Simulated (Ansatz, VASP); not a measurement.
Li2S: VASP beside Ansatz

INCAR

```
PREC = Accurate
ENCUT = 650
EDIFF = 1E-8
ISMEAR = -1
SIGMA = 0.02
LREAL = False
LASPH = True
NELM = 120
ALGO = Normal
ISIF = 2
LWAVE = False
LCHARG = False
GGA = CA
LEFG = True
NBANDS = 13
GGA_COMPAT = False
```

KPOINTS

```
regular mesh
0
Gamma
  7 7 7
```

Contents of POSCAR:

```
Li2S
1.0
    0.0000000000      2.8154277041      2.8154277041
    2.8154277041      0.0000000000      2.8154277041
    2.8154277041      2.8154277041      0.0000000000
Li S
2 1
Direct
    0.2500000000      0.2500000000      0.2500000000
    0.7500000000      0.7500000000      0.7500000000
    0.0000000000      0.0000000000      0.0000000000
```

Input for Ansatz:

```yaml
crystal:
  lattice:
    - [0.0, 2.8154277041, 2.8154277041]
    - [2.8154277041, 0.0, 2.8154277041]
    - [2.8154277041, 2.8154277041, 0.0]
  atoms:
    - { symbol: Li, position: [0.25, 0.25, 0.25] }
    - { symbol: Li, position: [0.75, 0.75, 0.75] }
    - { symbol: S, position: [0.0, 0.0, 0.0] }
kpoints:
  mp_grid: { grid: [7, 7, 7] }
scf:
  occupations: { method: fermi_dirac, width: 0.02 }
hamiltonian:
  xc: lda
  pseudopotentials: { kind: paw }
output:
  forces: true
  stress: true
  eigenvalues: true
  efg: { contact_densities: true }
```

Change from the starting cell: volume scaled by 0.96, PAW files.

Alike in both runs: task electric field gradients; functional LDA; k mesh 7 × 7 × 7; occupations fermi-dirac, width 0.02 eV; no spin polarisation.

|  | VASP | Ansatz |
| --- | --- | --- |
| version | VASP 6.6.1 | Ansatz 0.2.0 |
| potentials or method | VASP PAW LDA potentials, release 64 (Li_sv, S) | PAW with Ansatz's default frozen-core files, scalar-relativistic |
| plane-wave cutoff (eV) | 650 | 420 |
| valence electrons in the cell | 12 | 12 |

VASP gave:

| Quantity | Value |
| --- | --- |
| gap on the k mesh at the Fermi level (eV) | 3.30 |
| pressure (GPa) | -1.6 |

Problem. Which values does Ansatz return?

Solution. gap on the k mesh at the Fermi level (eV): 3.30; pressure (GPa): -1.5.

LDA's correlation is that of Perdew and Zunger in VASP and of Perdew and Wang (1992) in Ansatz.
